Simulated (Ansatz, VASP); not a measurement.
**YTl: VASP beside Ansatz**

INCAR

```
SYSTEM = YTl
PREC     = Accurate       ! precision mode
ENCUT    = 520            ! plane-wave cutoff, eV
EDIFF    = 1E-7           ! SCF threshold, eV
ISMEAR   = -1             ! smearing method
SIGMA    = 0.08           ! smearing width, eV
LREAL    = .FALSE.        ! projectors in reciprocal space
LASPH    = .TRUE.         ! aspherical terms in the spheres
NELM     = 100            ! most SCF steps
ALGO     = Normal         ! electronic algorithm
ISIF     = 2              ! what is computed and relaxed
LWAVE    = .FALSE.        ! write WAVECAR
LCHARG   = .TRUE.         ! write CHGCAR
LELF     = .TRUE.         ! ELF
LVHAR    = .TRUE.       
NBANDS   = 19             ! bands
```

Contents of KPOINTS:

```
Automatic mesh
0
G
  11 11 11
  0 0 0
```

File POSCAR:

```
YTl
1.0
    3.7510000000      0.0000000000      0.0000000000
    0.0000000000      3.7510000000      0.0000000000
    0.0000000000      0.0000000000      3.7134900000
Y Tl
1 1
Direct
    0.5000000000      0.5000000000      0.5000000000
    0.0000000000      0.0000000000      0.0000000000
```

Input for Ansatz:

```yaml
crystal:
  lattice:
    - [3.751, 0.0, 0.0]
    - [0.0, 3.751, 0.0]
    - [0.0, 0.0, 3.71349]
  atoms:
    - { symbol: "Y", position: [0.5, 0.5, 0.5] }
    - { symbol: Tl, position: [0.0, 0.0, 0.0] }
kpoints:
  mp_grid: { grid: [11, 11, 11] }
  band_path:
    path:
      - [0.0, 0.0, 0.0]
      - [0.0, 0.5, 0.0]
      - [0.5, 0.5, 0.0]
      - [0.0, 0.0, 0.0]
      - [0.0, 0.0, 0.5]
      - [0.0, 0.5, 0.5]
      - [0.5, 0.5, 0.5]
      - [0.0, 0.0, 0.5]
      - [0.0, 0.5, 0.0]
    npoints: 5
scf:
  occupations: { method: fermi_dirac, width: 0.08 }
hamiltonian:
  xc: lda
  pseudopotentials: { kind: all_electron, lapw: { basis_error: 0.00025 } }
output:
  forces: true
  stress: true
  eigenvalues: true
```

Change from the starting cell: zz strain of -1 %.

Alike in both runs: task single point; functional LDA; k mesh 11 × 11 × 11; occupations fermi-dirac, width 0.08 eV; no spin polarisation.

|  | VASP | Ansatz |
| --- | --- | --- |
| version | VASP 6.6.1 | Ansatz 0.2.0 |
| potentials or method | VASP PAW LDA potentials, release 64 (Y_sv, Tl_d), cutoff 520 eV | all-electron LAPW, scalar-relativistic |

```csv
,VASP,Ansatz,Ansatz less VASP
pressure (GPa),-2.3,-2.4,-0.06
"traceless stress, the component that is largest in VASP (GPa)",0.10,0.10,-0.002
```

LDA's correlation is that of Perdew and Zunger in VASP and of Perdew and Wang (1992) in Ansatz. Ansatz ran all-electron here, and VASP with PAW potentials.

Neither program's run includes spin-orbit coupling.
